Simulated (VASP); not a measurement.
# Ta12Si: single point with LDA

System: Ta12Si, a slab with vacuum.

```
CELL_PARAMETERS angstrom
5.63410 0.00000 0.00000
-1.87803 5.31188 0.00000
0.00000 0.00000 19.94442
ATOMIC_POSITIONS crystal
Ta 0.25000 0.25000 0.20056
Ta 0.25000 0.75000 0.20056
Ta 0.75000 0.25000 0.20056
Ta 0.75000 0.75000 0.20056
Ta 0.00000 0.00000 0.31198
Ta 0.00000 0.50000 0.31198
Ta 0.50000 0.00000 0.31198
Ta 0.50000 0.50000 0.31198
Ta 0.22005 0.20989 0.41893
Ta 0.23564 0.71518 0.42988
Ta 0.72726 0.24948 0.42677
Ta 0.73557 0.74286 0.43169
Si 0.33333 0.41667 0.52324
```

- Program: VASP 6.6.1
- Task: single point
- Functional: LDA
- Potentials or basis: VASP PAW LDA potentials, release 64 (Ta_pv, Si)
- Cutoff: 520 eV
- k mesh: 5 × 5 × 1
- Occupations: gaussian, width 0.1 eV
- Spin: no spin polarisation

| Item | Value |
| --- | --- |
| Largest force | 1.232 eV/Å |
| Band gap on the k mesh | zero (bands 68 and 69 overlap by 0.72 eV) |

Forces in eV/Å, atoms in the order of the input:
```
Ta   0.136  0.040  0.011
Ta   0.018 -0.042  0.051
Ta  -0.012  0.129  0.082
Ta   0.028  0.009  0.049
Ta  -0.583 -0.733 -0.669
Ta  -0.354 -0.221  0.014
Ta   0.051 -0.189  0.177
Ta   0.019 -0.038  0.125
Ta   0.021  0.007  0.053
Ta  -0.005  0.020  0.011
Ta  -0.001 -0.007  0.044
Ta   0.002 -0.002  0.015
Si   0.680  1.027  0.037
```

Levels at points of the mesh, in eV from the Fermi level:
```tsv
k point	band 66	band 67	band 68	band 69	band 70	band 71
(0.00, 0.00, 0.00)	0.11	0.21	0.42	0.54	0.77	1.16
```

Run time: 29 min on 1 thread of Intel(R) Xeon(R) Platinum 8259CL CPU @ 2.50GHz (Skylake/Cascade Lake) (shared host), peak memory 0.69 GiB.

Caveat: spin-orbit coupling is left out, which moves the levels of the heavy elements.
